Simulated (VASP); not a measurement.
# Pt (R-3m) in VASP: single point with LDA

Aim: the single point of Pt with LDA.

Everything below comes from runs of VASP 6.6.1. Logs are shortened: lines on timing, memory, paths and dates and some standing lists are left out, and cuts for length are marked.

### 1 The cell of the first run

The structure is trigonal, space group R-3m (No. 166). The conventional cell has a = 5.418 Å, b = 5.418 Å, c = 1.830 Å, α = 90.00°, β = 90.00°, γ = 120.00°. Pt (site symmetry -3m) has 2 Pt at 1.83 Å within 2.4 Å.

### 2 Single point, LDA (15.51 Å³/atom)

INCAR reads:

```
SYSTEM = Pt
ALGO     = Normal         ! electronic algorithm
EDIFF    = 1E-6           ! SCF threshold, eV
ENCUT    = 570            ! plane-wave cutoff, eV
GGA      = CA             ! functional
GGA_COMPAT= .False.      
ISIF     = 2              ! what is computed and relaxed
ISMEAR   = 0              ! smearing method
LASPH    = .True.         ! aspherical terms in the spheres
LCHARG   = .True.         ! write CHGCAR
LELF     = .True.         ! ELF
LREAL    = .False.        ! projectors in reciprocal space
LVHAR    = .True.       
LWAVE    = .False.        ! write WAVECAR
NBANDS   = 15             ! bands
NELM     = 120            ! most SCF steps
PREC     = Accurate       ! precision mode
SIGMA    = 0.15           ! smearing width, eV
```

KPOINTS reads:

```
k-points
0
Gamma
  22 22 22
  0 0 0
```

POSCAR reads:

```
Pt
1.0
   -2.2020900347      1.6292975854      1.6292975854
    1.6292975854     -2.2020900347      1.6292975854
    1.6292975854      1.6292975854     -2.2020900347
Pt
1
Direct
    0.0000000000      0.0000000000      0.0000000000
```

Potentials or basis: VASP PAW LDA potentials, release 64 (Pt_sv_GW).

Started as:

```bash
> cat potpaw_LDA.64/Pt_sv_GW/POTCAR > POTCAR
> mpirun -np 1 vasp_std > vasp.out
```

OUTCAR:

```text
SYSTEM = Pt
   EDIFF = 1E-6
   ENCUT = 570
   GGA = CA
   ISIF = 2
   ISMEAR = 0
   LASPH = .True.
   LREAL = .False.
   NELM = 120
   PREC = Accurate

 ion  position               nearest neighbor table
   1  0.000  0.000  0.000-

  LATTYP: Found a trigonal (rhomboedric) cell.
 ALAT       =     3.1872279122
 COS(alpha) =    -0.4450602107

  Lattice vectors:

 A1 = (  -2.2020900347,   1.6292975854,   1.6292975854)
 A2 = (   1.6292975854,  -2.2020900347,   1.6292975854)
 A3 = (   1.6292975854,   1.6292975854,  -2.2020900347)

Analysis of symmetry for initial positions (statically):
=====================================================================
 Subroutine PRICEL returns:
 Original cell was already a primitive cell.

 Routine SETGRP: Setting up the symmetry group for a
 trigonal (rhombohedral) supercell.

 Subroutine GETGRP returns: Found 12 space group operations
 (whereof 12 operations were pure point group operations)
 out of a pool of 12 trial point group operations.

The static configuration has the point symmetry D_3d.

Analysis of symmetry for dynamics (positions and initial velocities):
=====================================================================
 Subroutine PRICEL returns:
 Original cell was already a primitive cell.

 Routine SETGRP: Setting up the symmetry group for a
 trigonal (rhombohedral) supercell.

 Subroutine GETGRP returns: Found 12 space group operations
 (whereof 12 operations were pure point group operations)
 out of a pool of 12 trial point group operations.

The dynamic configuration has the point symmetry D_3d.

 Subroutine INISYM returns: Found 12 space group operations
 (whereof 12 operations are pure point group operations),
 and found     1 'primitive' translations

----------------------------------------------------------------------------------------

                                     Primitive cell

  volume of cell :      15.5090

  direct lattice vectors                    reciprocal lattice vectors
    -2.202090035  1.629297585  1.629297585     0.141504281  0.402506325  0.402506325
     1.629297585 -2.202090035  1.629297585     0.402506325  0.141504281  0.402506325
     1.629297585  1.629297585 -2.202090035     0.402506325  0.402506325  0.141504281

  length of vectors
     3.187227912  3.187227912  3.187227912     0.586554469  0.586554469  0.586554469

  position of ions in fractional coordinates (direct lattice)
     0.000000000  0.000000000  0.000000000

  ion indices of the primitive-cell ions
   primitive index   ion index
                 1           1

----------------------------------------------------------------------------------------

 KPOINTS: k-points

Automatic generation of k-mesh.
 Grid dimensions read from file:
 generate k-points for:   22   22   22

 Generating k-lattice:

  Cartesian coordinates                     Fractional coordinates (reciprocal lattice)
     0.006432013  0.018295742  0.018295742     0.045454545  0.000000000  0.000000000
     0.018295742  0.006432013  0.018295742     0.000000000  0.045454545  0.000000000
     0.018295742  0.018295742  0.006432013     0.000000000  0.000000000  0.045454545

  Length of vectors
     0.026661567  0.026661567  0.026661567

  Shift w.r.t. Gamma in fractional coordinates (k-lattice)
     0.000000000  0.000000000  0.000000000

 Subroutine IBZKPT returns following result:
 ===========================================

 Found   1024 irreducible k-points:

 Following reciprocal coordinates:
            Coordinates               Weight
  0.000000  0.000000  0.000000      1.000000
  0.045455 -0.000000  0.000000      6.000000
  0.090909 -0.000000  0.000000      6.000000
  0.136364  0.000000  0.000000      6.000000
  0.181818  0.000000  0.000000      6.000000
  0.227273  0.000000  0.000000      6.000000
[... 16 lines left out ...]
  0.500000  0.045455  0.000000     12.000000
 -0.454545  0.045455 -0.000000     12.000000
 [... further k-points ...]
   k-points           NKPTS =   1024   k-points in BZ     NKDIM =   1024   number of bands    NBANDS=     15
   number of dos      NEDOS =    301   number of ions     NIONS =      1
   total plane-waves  NPLWV =  21952
   dimension x,y,z NGX =    28 NGY =   28 NGZ =   28
   dimension x,y,z NGXF=    56 NGYF=   56 NGZF=   56
   ions per type =               1
   NGX,Y,Z   is equivalent  to a cutoff of  14.60, 14.60, 14.60 a.u.
   NGXF,Y,Z  is equivalent  to a cutoff of  29.21, 29.21, 29.21 a.u.
 SYSTEM =  Pt
   PREC   = accura    normal or accurate (medium, high low for compatibility)
   ISTART =      0    job   : 0-new  1-cont  2-samecut
   ICHARG =      2    charge: 1-file 2-atom 10-const
   ISPIN  =      1    spin polarized calculation?
   LNONCOLLINEAR =      F non collinear calculations
   LSORBIT =      F    spin-orbit coupling
   LASPH  =      T    aspherical Exc in radial PAW
   ENCUT  =  570.0 eV  41.89 Ry    6.47 a.u.   6.20  6.20  6.20*2*pi/ulx,y,z
   NELM   =    120;   NELMIN=  2; NELMDL= -5     # of ELM steps
   EDIFF  = 0.1E-05   stopping-criterion for ELM
   LREAL  =      F    real-space projection
   EDIFFG = 0.1E-04   stopping-criterion for IOM
   NSW    =      0    number of steps for IOM
   IBRION =     -1    ionic relax: 0-MD 1-quasi-New 2-CG
   NFREE  =      0    steps in history (QN), initial steepest desc. (CG)
   ISIF   =      2    stress and relaxation
   ISYM   =      2    0-nonsym 1-usesym 2-fastsym
   POTIM  = 0.5000    time-step for ionic-motion
   TEBEG  =    0.0;   TEEND  =   0.0 temperature during run
   PSTRESS=    0.0 pullay stress
   NELECT =      18.0000    total number of electrons
   NUPDOWN=      -1.0000    fix difference up-down
   EMIN   =  10.00;   EMAX   =-10.00  energy-range for DOS
   EFERMI =   0.00;   METHOD = LEGACY
   ISMEAR =     0;   SIGMA  =   0.15  broadening in eV -4-tet -1-fermi 0-gaus
   EFERMI_NEDOS =   21; number of points for ismear=-14 and -15
   IALGO  =     38    algorithm
   IMIX   =      4    mixing-type and parameters
     AMIX     =   0.40;   BMIX     =  1.00
     AMIX_MAG =   1.60;   BMIX_MAG =  1.00
  volume/ion in A,a.u.               =      15.51       104.66
  Fermi-wavevector in a.u.,A,eV,Ry     =   1.720433  3.251147 40.271739  2.959889
  Thomas-Fermi vector in A             =   2.796873
   LORBIT       =      0    0 simple, 1 ext, 2 COOP (PROOUT), +10 PAW based schemes
   GGA     = CA    functional components
   LHFCALC =     F    Hartree Fock is set to
   AEXX    =    0.0000 exact exchange contribution
   IVDW    =     0    specifies the selected vdW correction
   LEPSILON=     F    determine dielectric tensor
   LRPA    =     F    only Hartree local field effects (RPA)
 non-spin polarized calculation
 Gauss-broadening in eV      SIGMA  =   0.15
  energy-cutoff  :      570.00
  volume of cell :       15.51
 maximum number of plane-waves:       496
 NGX is ok and might be reduce to    28
   NGX = 13   NGY = 13   NGZ = 13

 number of electron      18.0000000 magnetization

 Free energy of the ion-electron system (eV)
  ---------------------------------------------------
  ext. energy  EPLUGINS =         0.00000000
  ---------------------------------------------------
  free energy    TOTEN  =         1.47039709 eV

  energy without entropy =        1.47676265  energy(sigma->0) =        1.47357987

 E-fermi :  11.0758     XC(G=0): -13.7708

 val. band max:       11.0754146210   @ k =   0.4091   0.3636   0.2273
 cond. band min:      11.0822164398   @ k =   0.2273   0.2273   0.1364
 fundamental gap:      0.0068018187
 Fermi energy:        11.0758019600

 k-point     1 :       0.0000    0.0000    0.0000
  band No.  band energies     occupation
      1     -90.3633      2.00000
      2     -43.9879      2.00000
      3     -43.9879      2.00000
      4     -40.8570      2.00000
      5      -3.6169      2.00000
      6       0.7463      2.00000
      7       4.6294      2.00000
      8       4.6294      2.00000
      9      14.1235      0.00000
     10      14.1235      0.00000
     11      21.4265      0.00000
     12      23.9633      0.00000
     13      23.9633      0.00000
     14      32.0770      0.00000
     15      32.0770      0.00000

 k-point     2 :       0.0455   -0.0000    0.0000
  band No.  band energies     occupation
      1     -90.3340      2.00000
      2     -43.9617      2.00000
      3     -43.9610      2.00000
      4     -41.1132      2.00000
      5      -3.1716      2.00000
      6       0.8723      2.00000
      7       4.6827      2.00000
      8       4.7038      2.00000
      9      13.3986      0.00000
     10      13.4134      0.00000
     11      21.5434      0.00000
     12      24.5251      0.00000
     13      24.5877      0.00000
     14      32.1022      0.00000
     15      32.1262      0.00000

 k-point     3 :       0.0909   -0.0000    0.0000
  band No.  band energies     occupation
      1     -90.2472      2.00000
      2     -43.8850      2.00000
      3     -43.8823      2.00000
      4     -41.8364      2.00000
      5      -1.9066      2.00000
      6       1.2678      2.00000
      7       4.8412      2.00000
      8       4.9243      2.00000
      9      11.6811      0.00000
     10      11.7271      0.00000
     11      21.8867      0.00000
     12      25.6455      0.00000
     13      25.9572      0.00000
     14      32.2145      0.00000
     15      32.3331      0.00000

 k-point     4 :       0.1364    0.0000    0.0000
  band No.  band energies     occupation
      1     -90.1068      2.00000
      2     -43.7621      2.00000
      3     -43.7572      2.00000
      4     -42.9134      2.00000
      5      -0.0775      2.00000
      6       2.0474      2.00000
      7       5.0991      2.00000
      8       5.2829      2.00000
      9       9.6065      2.00000
     10       9.6786      2.00000
     11      22.4332      0.00000
     12      26.5058      0.00000
     13      27.3089      0.00000
     14      32.4050      0.00000
     15      32.8343      0.00000
[... 307 lines left out ...]
 k-point    22 :       0.4545    0.0455   -0.0000
  band No.  band energies     occupation
      1     -88.6580      2.00000
      2     -50.5751      2.00000
      3     -42.5872      2.00000
      4     -42.5623      2.00000
      5      -1.1273      2.00000
      6      -0.6777      2.00000
      7       8.5047      2.00000
      8       9.0723      2.00000
      9      11.2119      0.19929
     10      15.6045      0.00000
     11      23.4471      0.00000
     12      26.5355      0.00000
     13      27.8221      0.00000
     14      31.8596      0.00000
     15      32.3064      0.00000

 k-point    23 :       0.5000    0.0455    0.0000
  band No.  band energies     occupation
      1     -88.6981      2.00000
      2     -50.4123      2.00000
      3     -42.6200      2.00000
      4     -42.5941      2.00000
      5      -0.9613      2.00000
      6      -0.4916      2.00000
      7       8.3625      2.00000
      8       8.9362      2.00000
      9      11.0511      1.18438
     10      15.6007      0.00000
     11      23.4273      0.00000
     12      26.3345      0.00000
     13      27.4597      0.00000
     14      31.5836      0.00000
     15      32.4237      0.00000

 k-point    24 :      -0.4545    0.0455   -0.0000
  band No.  band energies     occupation
      1     -88.8136      2.00000
      2     -49.9314      2.00000
      3     -42.7112      2.00000
      4     -42.6851      2.00000
      5      -0.4308      2.00000
      6       0.0614      2.00000
      7       7.9946      2.00000
      8       8.4311      2.00000
      9      10.0048      2.00000
     10      15.8462      0.00000
     11      23.6545      0.00000
     12      26.2059      0.00000
     13      26.6185      0.00000
     14      31.8209      0.00000
     15      32.4732      0.00000

 [... further k-points ...]
[... 5 lines left out ...]
  --------------------------------------------------------------------------------------
  -------------------------------------------------------------------------------------
  Total       24.2759574     24.2759574     24.2759574     23.3585144     23.3585144     23.3585144
  in kB     2507.8592187   2507.8592187   2507.8592187   2413.0815847   2413.0815847   2413.0815847
  external PRESSURE =    2507.8592187 kB  Pullay stress =       0.0000000 kB

 VOLUME and BASIS-vectors are now :
 -----------------------------------------------------------------------------
  energy-cutoff  :      570.00
  volume of cell :       15.51
      direct lattice vectors                 reciprocal lattice vectors
    -2.202090035  1.629297585  1.629297585     0.141504281  0.402506325  0.402506325
     1.629297585 -2.202090035  1.629297585     0.402506325  0.141504281  0.402506325
     1.629297585  1.629297585 -2.202090035     0.402506325  0.402506325  0.141504281

 POSITION                                       TOTAL-FORCE (eV/Angst)
 -----------------------------------------------------------------------------------
      0.00000      0.00000      0.00000        -0.000000      0.000000      0.000000
 -----------------------------------------------------------------------------------
    total drift:                                0.000000     -0.000000      0.000000

  FREE ENERGIE OF THE ION-ELECTRON SYSTEM (eV)
  ---------------------------------------------------
  free  energy   TOTEN  =         1.4703970894 eV

  energy  without entropy=        1.4767626497  energy(sigma->0) =        1.47357987
```

Wall time 2.8 min (1 thread of Intel Xeon 6975P-C (Granite Rapids), shared host); peak memory 0.39 GiB.

Results:

```yaml
Free_energy: 1.4704 eV
Pressure: 250.8 GPa
Band_gap_on_the_k_mesh: zero (bands 9 and 10 overlap by 7.73 eV)
```

Levels at points of the mesh, in eV from the Fermi level:
| k point | band 6 | band 7 | band 8 | band 9 | band 10 | band 11 | band 12 | band 13 |
| --- | --- | --- | --- | --- | --- | --- | --- | --- |
| (0.00, 0.00, 0.00) | -10.33 | -6.45 | -6.45 | 3.05 | 3.05 | 10.35 | 12.89 | 12.89 |
| (0.50, 0.00, 0.00) | -11.75 | -2.58 | -2.00 | 0.23 | 4.35 | 12.36 | 16.15 | 16.26 |
| (0.50, 0.50, 0.00) | -8.35 | -4.27 | -2.82 | -1.44 | 3.08 | 3.18 | 7.02 | 15.77 |
| (0.50, 0.50, 0.50) | -12.31 | -1.90 | -1.90 | 2.49 | 9.26 | 9.26 | 10.82 | 16.47 |

Caveat: atoms lie so close that the PAW spheres overlap strongly, which falsifies energies and pressures; the cell stands under pressure; spin-orbit coupling is left out, which moves the levels of the heavy elements.
